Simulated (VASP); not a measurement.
# HgTe (F-43m) in VASP: settings compared, part 2 of 2

VASP 6.6.1. Earlier steps stand in the parts before.

**3. Single point, B3LYP**

This run uses another cell than the first one, of 38.14 Å³/atom.

The input, POSCAR:

```
HgTe
1.0
    0.0000000000      3.3661309090      3.3661309090
    3.3661309090      0.0000000000      3.3661309090
    3.3661309090      3.3661309090      0.0000000000
Hg Te
1 1
Direct
    0.0000000000      0.0000000000      0.0000000000
    0.7500000000      0.7500000000      0.7500000000
```

The input, INCAR.step1:

```
SYSTEM = HgTe
PREC = Accurate ; ENCUT = 520
EDIFF = 1E-5 ; ISMEAR = -1
SIGMA = 0.05 ; LREAL = .FALSE.
LASPH = .TRUE. ; NELM = 60
ALGO = Normal ; ISIF = 2
LWAVE = .TRUE. ; NBANDS = 16
GGA = PE
```

The input, INCAR.step2:

```
SYSTEM = HgTe
PREC = Accurate ; ENCUT = 520
EDIFF = 1E-6 ; ISMEAR = -1
SIGMA = 0.05 ; LREAL = .FALSE.
LASPH = .TRUE. ; NELM = 60
ALGO = Normal ; ISIF = 2
LWAVE = .FALSE. ; LCHARG = .TRUE.
GGA = B3 ; LHFCALC = .TRUE.
AEXX = 0.2 ; AGGAX = 0.72
AGGAC = 0.81 ; ALDAC = 0.19
PRECFOCK = Normal ; LELF = .TRUE.
LVHAR = .TRUE. ; NBANDS = 16
ISTART = 1
```

The input, KPOINTS:

```
regular mesh
0
G
  4 4 4
  0 0 0
```

Potentials or basis: VASP PAW PBE potentials, release 64 (Hg, Te).

Launch:

```bash
> cat potpaw_PBE.64/Hg/POTCAR potpaw_PBE.64/Te/POTCAR > POTCAR
> cp INCAR.step1 INCAR
> mpirun -np 1 vasp_std > vasp.out
> cp INCAR.step2 INCAR
> mpirun -np 1 vasp_std > vasp.out
```

OUTCAR:

```text
SYSTEM = HgTe
   PREC = Accurate
   ENCUT = 520
   EDIFF = 1E-6
   ISMEAR = -1
   LREAL = .FALSE.
   LASPH = .TRUE.
   NELM = 60
   ISIF = 2
   GGA = B3
   LHFCALC = .TRUE.
   AEXX = 0.2
   PRECFOCK = Normal
   ISTART = 1

 ion  position               nearest neighbor table
   1  0.000  0.000  0.000-   2 2.92   2 2.92   2 2.92   2 2.92
   2  0.750  0.750  0.750-   1 2.92   1 2.92   1 2.92   1 2.92

  LATTYP: Found a face centered cubic cell.
 ALAT       =     6.7322618180

  Lattice vectors:

 A1 = (   0.0000000000,   3.3661309090,   3.3661309090)
 A2 = (   3.3661309090,   0.0000000000,   3.3661309090)
 A3 = (   3.3661309090,   3.3661309090,   0.0000000000)

Analysis of symmetry for initial positions (statically):
=====================================================================
 Subroutine PRICEL returns:
 Original cell was already a primitive cell.

 Routine SETGRP: Setting up the symmetry group for a
 face centered cubic supercell.

[... 152 lines left out ...]
  free energy    TOTEN  =        -4.02810087 eV

  energy without entropy =       -4.02511617  energy(sigma->0) =       -4.02660852

 E-fermi :   1.6753     XC(G=0):  -6.5574

 val. band max:        1.6411446901   @ k =   0.0000   0.0000   0.0000
 cond. band min:       3.1800733567   @ k =   0.5000   0.0000   0.0000
 fundamental gap:      1.5389286667
 Fermi energy:         1.6753339126

 k-point     1 :       0.0000    0.0000    0.0000
  band No.  band energies     occupation
      1     -10.5911      2.00000
      2      -6.2244      2.00000
      3      -6.2244      2.00000
      4      -6.2244      2.00000
      5      -5.8320      2.00000
      6      -5.8320      2.00000
[... 129 lines left out ...]
      3      -6.0332      2.00000
      4      -5.8719      2.00000
      5      -5.8419      2.00000
      6      -5.3545      2.00000
[... 8 lines left out ...]
     15      13.5923      0.00000
     16      13.7096      0.00000

------------------------ aborting loop because EDIFF is reached ----------------------------------------

  FORCE on cell =-STRESS in cart. coord.  units (eV):
  Direction    XX          YY          ZZ          XY          YZ          ZX
  --------------------------------------------------------------------------------------
  -------------------------------------------------------------------------------------
  Total        0.0112473      0.0112473      0.0112473     -0.0000000     -0.0000000     -0.0000000
  in kB        0.2362310      0.2362310      0.2362310     -0.0000000     -0.0000000     -0.0000000
  external PRESSURE =       0.2362310 kB  Pullay stress =       0.0000000 kB

 VOLUME and BASIS-vectors are now :
 -----------------------------------------------------------------------------
  energy-cutoff  :      520.00
  volume of cell :       76.28
      direct lattice vectors                 reciprocal lattice vectors
     0.000000000  3.366130909  3.366130909    -0.148538489  0.148538489  0.148538489
     3.366130909  0.000000000  3.366130909     0.148538489 -0.148538489  0.148538489
     3.366130909  3.366130909  0.000000000     0.148538489  0.148538489 -0.148538489

 POSITION                                       TOTAL-FORCE (eV/Angst)
 -----------------------------------------------------------------------------------
      0.00000      0.00000      0.00000         0.000000      0.000000      0.000000
      5.04920      5.04920      5.04920        -0.000000     -0.000000     -0.000000
 -----------------------------------------------------------------------------------
    total drift:                                0.000022     -0.000004      0.000007

  FREE ENERGIE OF THE ION-ELECTRON SYSTEM (eV)
  ---------------------------------------------------
  free  energy   TOTEN  =        -4.0281008651 eV

  energy  without entropy=       -4.0251161734  energy(sigma->0) =       -4.02660852
```

OSZICAR.step1:

```text
N       E                     dE             d eps       ncg     rms          rms(c)
DAV:   1     0.106366293633E+03    0.10637E+03   -0.79322E+03   256   0.953E+02
DAV:   2     0.171160682399E+00   -0.10620E+03   -0.99408E+02   288   0.229E+02
DAV:   3    -0.374034221143E+01   -0.39115E+01   -0.38984E+01   320   0.456E+01
DAV:   4    -0.378042280478E+01   -0.40081E-01   -0.40078E-01   368   0.413E+00
DAV:   5    -0.378052900084E+01   -0.10620E-03   -0.10620E-03   328   0.213E-01    0.585E+00
DAV:   6    -0.357897430508E+01    0.20155E+00   -0.40225E-01   312   0.769E+00    0.478E+00
DAV:   7    -0.357294989868E+01    0.60244E-02   -0.85582E-02   272   0.189E+00    0.199E+00
DAV:   8    -0.357283197861E+01    0.11792E-03   -0.82542E-03   304   0.987E-01    0.405E-01
DAV:   9    -0.357290828677E+01   -0.76308E-04   -0.74782E-04   296   0.292E-01    0.809E-02
DAV:  10    -0.357294661472E+01   -0.38328E-04   -0.94723E-05   296   0.832E-02    0.410E-02
DAV:  11    -0.357296351698E+01   -0.16902E-04   -0.25014E-05   288   0.308E-02    0.156E-02
DAV:  12    -0.357296361318E+01   -0.96203E-07   -0.33595E-06   240   0.107E-02
   1 F= -.35729636E+01 E0= -.35714582E+01  d E =-.301092E-02
```

Run time: 15 min. Hardware: 1 thread of Oxide Virtual Turin-like, shared host; peak memory 0.19 GiB.

Results:

| Property | Result |
| --- | --- |
| Free energy | -4.0281 eV |
| Pressure | 0.0 GPa |
| Band gap on the k mesh | zero (filled and empty bands touch) |

Levels at points of the mesh, in eV from the Fermi level:
```csv
k point,band 5,band 6,band 7,band 8,band 9,band 10,band 11,band 12,band 13,band 14
"(0.00, 0.00, 0.00)",-7.51,-7.51,-0.78,-0.04,-0.03,-0.03,5.41,5.41,5.41,7.64
"(0.50, 0.00, 0.00)",-7.49,-7.25,-5.27,-1.02,-1.02,1.50,6.15,6.15,7.81,8.88
"(0.50, 0.50, 0.00)",-7.46,-7.13,-5.36,-2.12,-2.12,2.80,3.65,8.99,9.60,9.60
```

Caveat: the k points lie up to 0.40 Å⁻¹ apart; the PAW data sets were made with another functional, which shifts forces and pressure a little; spin-orbit coupling is left out, which moves the levels of the heavy elements.

The gap in the log of VASP goes by the Fermi energy; the results here count the filled bands.